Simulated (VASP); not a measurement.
A run of VASP 6.6.1 is set up as follows.

Contents of POSCAR:

```
Sb
1.0
    0.0000000000      2.3712425216      2.3712425216
    2.3712425216      0.0000000000      2.3712425216
    2.3712425216      2.3712425216      0.0000000000
Sb
1
Direct
    0.0000000000      0.0000000000      0.0000000000
```

INCAR.step1

```
  PREC = Accurate
  ENCUT = 520
  EDIFF = 1E-5
  ISMEAR = -1
  SIGMA = 0.05
  LREAL = F
  LASPH = T
  NELM = 150
  ALGO = Normal
  ISIF = 2
  LWAVE = T
  LCHARG = F
  MAGMOM = 0 0 0
  LORBIT = 11
  LSORBIT = T
  GGA_COMPAT = F
  LORBMOM = T
  NBANDS = 16
  GGA = PE
```

The input INCAR.step2:

```
  PREC = Accurate
  ENCUT = 520
  EDIFF = 1E-6
  ISMEAR = -1
  SIGMA = 0.05
  LREAL = F
  LASPH = T
  NELM = 150
  ALGO = Normal
  ISIF = 2
  LWAVE = F
  LCHARG = F
  MAGMOM = 0 0 0
  LORBIT = 11
  LSORBIT = T
  GGA_COMPAT = F
  LORBMOM = T
  GGA = PE
  LHFCALC = T
  AEXX = 0.25
  PRECFOCK = Normal
  NBANDS = 16
  ISTART = 1
```

Contents of KPOINTS:

```
regular mesh
0
Gamma
  4 4 4
```

Potentials or basis: VASP PAW PBE potentials, release 64 (Sb).

The run is started by

```sh
$ cat potpaw_PBE.64/Sb/POTCAR > POTCAR
$ cp INCAR.step1 INCAR
$ mpirun -np 1 vasp_ncl > vasp.out
$ cp INCAR.step2 INCAR
$ mpirun -np 1 vasp_ncl > vasp.out
```

(1) What does it give for the net moment?

(2) Estimate the pressure.

Answers

(1) 0.11 μB per cell.

(2) -3.3 GPa.

Caveat: the k points lie up to 0.57 Å⁻¹ apart; the PAW data sets were made with another functional, which shifts forces and pressure a little.
